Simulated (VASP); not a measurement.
Set up this calculation in VASP 6.6.1, as the native input.

```yaml
Task: single point
Functional: PBEsol
Potentials_or_basis: VASP PAW PBE potentials, release 64 (Zn, S)
Cutoff: 520 eV
k_mesh: 9 × 9 × 9
Occupations: gaussian, width 0.1 eV
Spin: no spin polarisation
Dipole_correction: no
Further_INCAR_settings: ALGO = Normal; EDIFF = 1e-06; NBANDS = 16
```

The structure of ZnS lies in POSCAR:

```
ZnS
1.0
    0.0000000000      2.7020000000      2.7020000000
    2.7020000000      0.0000000000      2.7020000000
    2.7020000000      2.7020000000      0.0000000000
Zn S
1 1
Direct
    0.7500000000      0.7500000000      0.7500000000
    0.0000000000      0.0000000000      0.0000000000
```

The input as run:

INCAR

```
SYSTEM = ZnS
  ALGO = Normal
  EDIFF = 1E-6
  ENCUT = 520
  GGA = PS
  ISIF = 2
  ISMEAR = 0
  LASPH = .TRUE.
  LCHARG = .TRUE.
  LELF = .TRUE.
  LREAL = .FALSE.
  LVHAR = .TRUE.
  LWAVE = .FALSE.
  NBANDS = 16
  NELM = 100
  PREC = Accurate
  SIGMA = 0.1
```

KPOINTS

```
k-points
0
G
  9 9 9
  0 0 0
```

Potentials or basis: VASP PAW PBE potentials, release 64 (Zn, S).

Run with:

```console
$ cat potpaw_PBE.64/Zn/POTCAR potpaw_PBE.64/S/POTCAR > POTCAR
$ mpirun -np 1 vasp_std > vasp.out
```

Results of the run:

| Quantity | Value |
| --- | --- |
| Pressure | -1.8 GPa |
| Band gap on the k mesh | 1.98 eV |

Caveat: the PAW data sets were made with another functional, which shifts forces and pressure a little.

It took 21 s on 1 thread of Intel Xeon 8259CL (shared host), peak memory 0.16 GiB.
